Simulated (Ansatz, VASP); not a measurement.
## InGa2As3: VASP beside Ansatz

```
In Ga As
1.0
     4.16613    0.00000    0.00000
    -2.08307    3.60798    0.00000
     0.00000    0.00000   10.24318
In Ga As
1 2 3
Direct
  0.00000 0.00000 0.00150
  0.66667 0.33333 0.66047
  0.33333 0.66667 0.33992
  0.33333 0.66667 0.58325
  0.66667 0.33333 0.90256
  0.00000 0.00000 0.26230
```

Alike in both runs: functional PBE; k mesh 12 × 12 × 4; occupations gaussian, width 0.1 eV; no spin polarisation.

Ansatz relaxed the structure, and its values are those at the end. VASP's run is a single point on that final structure, the one shown.

|  | VASP | Ansatz |
| --- | --- | --- |
| version | VASP 6.6.1 | Ansatz 0.2.0 |
| potentials or method | VASP PAW PBE potentials, release 64 (In_d, Ga_d, As), cutoff 520 eV | scalar-relativistic, plane waves, PAW |
| valence electrons in the cell | 54 | 84 |

Ansatz gave:

| Property | Result |
| --- | --- |
| gap on the k mesh at the Fermi level (eV) | none |
| pressure (GPa) | 0.0 |
| rms of the force components (eV/Å) | 0.001 |

Question: Estimate VASP's values.

Answer: gap on the k mesh at the Fermi level (eV): none; pressure (GPa): 0.1; rms of the force components (eV/Å): 0.004.

A gap of «none» marks a metal or a gap that the smearing closes. The functional is the same, so the differences come from potentials, cutoffs and numerics. VASP's potentials hold 54 valence electrons a cell and Ansatz's 84, so a difference there can come from the potentials and not from the codes.
